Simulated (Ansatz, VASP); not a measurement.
Rb in VASP and in Ansatz

```
Rb
1.0
    -2.73585    2.73585    2.66570
     2.73585   -2.73585    2.66570
     2.73585    2.73585   -2.66570
Rb
1
Direct
  0.00000 0.00000 0.00000
```

Change from the starting cell: strain -0.025 along x and y, -0.050 along z, atoms carried along.

Alike in both runs: task single point; functional PBEsol; k mesh 12 × 12 × 12; occupations gaussian, width 0.15 eV; no spin polarisation.

|  | VASP | Ansatz |
| --- | --- | --- |
| version | VASP 6.6.1 | Ansatz 0.2.0 |
| potentials or method | VASP PAW PBE potentials, release 64 (Rb_sv), cutoff 520 eV | scalar-relativistic, plane waves, PAW |
| valence electrons in the cell | 9 | 9 |

|  | VASP | Ansatz | Ansatz less VASP |
| --- | --- | --- | --- |
| gap on the k mesh at the Fermi level (eV) | none | none | - |
| pressure (GPa) | 0.3 | 0.3 | 0.00 |

VASP's potentials were made for PBE, not for PBEsol. A gap of «none» marks a metal or a gap that the smearing closes. With one functional, cell and mesh, what is left measures potentials, basis and numerics.
